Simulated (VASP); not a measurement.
# ZnSe: single point with LDA

The system is ZnSe.

```xyz
2
Lattice="2.7977 2.7977 0.0000 -2.7977 2.7977 0.0000 0.0000 2.7977 2.7668" Properties=species:S:1:pos:R:3 pbc="T T T"
Zn    0.0000    0.0000    0.0000
Se    1.3988    4.1965    1.3834
```

This cell differs from its parent crystal: in-plane strain +0.005, then relaxed in part.

| Item | Value |
| --- | --- |
| Program | VASP 6.6.1 |
| Task | single point |
| Functional | LDA |
| Potentials or basis | VASP PAW LDA potentials, release 64 (Zn, Se) |
| Cutoff | 520 eV |
| k mesh | 8 × 8 × 8 |
| Occupations | gaussian, width 0.01 eV |
| Spin | no spin polarisation |
| Dipole correction | no |
| Further INCAR settings | ALGO = Normal; EDIFF = 1e-06; NBANDS = 16 |

```
Pressure               : 0.1 GPa
Band gap on the k mesh : 1.25 eV, direct
```

Stress tensor (GPa, compression positive):
```
-0.05  0.00  0.00
 0.00 -0.05  0.00
 0.00  0.00  0.36
```

Levels at points of the mesh, in eV from the valence-band top:
```csv
k point,band 5,band 6,band 7,band 8,band 9,band 10,band 11,band 12,band 13,band 14
"(0.00, 0.00, 0.00)",-6.49,-6.49,-0.04,-0.04,0.00,1.25,5.65,5.66,5.66,9.81
"(0.50, 0.00, 0.00)",-6.47,-6.31,-5.65,-1.01,-0.94,2.43,6.20,6.30,8.45,10.96
"(0.50, 0.50, 0.00)",-6.44,-6.30,-5.10,-2.40,-2.38,2.69,3.32,10.83,11.34,11.47
"(0.00, 0.00, 0.50)",-6.44,-6.28,-5.03,-2.46,-2.46,2.63,3.22,10.94,11.40,11.40
```

Run time: 32 s on 1 thread of Intel(R) Xeon(R) Platinum 8375C CPU @ 2.90GHz (Ice Lake) (shared host), peak memory 0.17 GiB.

Caveat: the cell differs from its parent crystal (in-plane strain +0.005, then relaxed in part).
